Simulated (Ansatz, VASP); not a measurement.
One calculation of SnSe, two programs

```xyz
2
Lattice="0.0000 3.0695 3.0695 3.0695 0.0000 3.0695 3.0695 3.0695 0.0000" Properties=species:S:1:pos:R:3 pbc="T T T"
Sn    0.0000    0.0000    0.0000
Se    3.0695    3.0695    3.0695
```

Change from the starting cell: volume scaled by 1.06.

Alike in both runs: task single point; functional PBEsol; k mesh 11 × 11 × 11; occupations fermi-dirac, width 0.05 eV; no spin polarisation.

|  | VASP | Ansatz |
| --- | --- | --- |
| version | VASP 6.6.1 | Ansatz 0.2.0 |
| potentials or method | VASP PAW PBE potentials, release 64 (Sn_d, Se), cutoff 520 eV | all-electron LAPW, scalar-relativistic |

```csv
,VASP,Ansatz,Ansatz less VASP
pressure (GPa),-4.3,-4.3,0.00
```

VASP's potentials were made for PBE, not for PBEsol. Ansatz ran all-electron here, and VASP with PAW potentials.
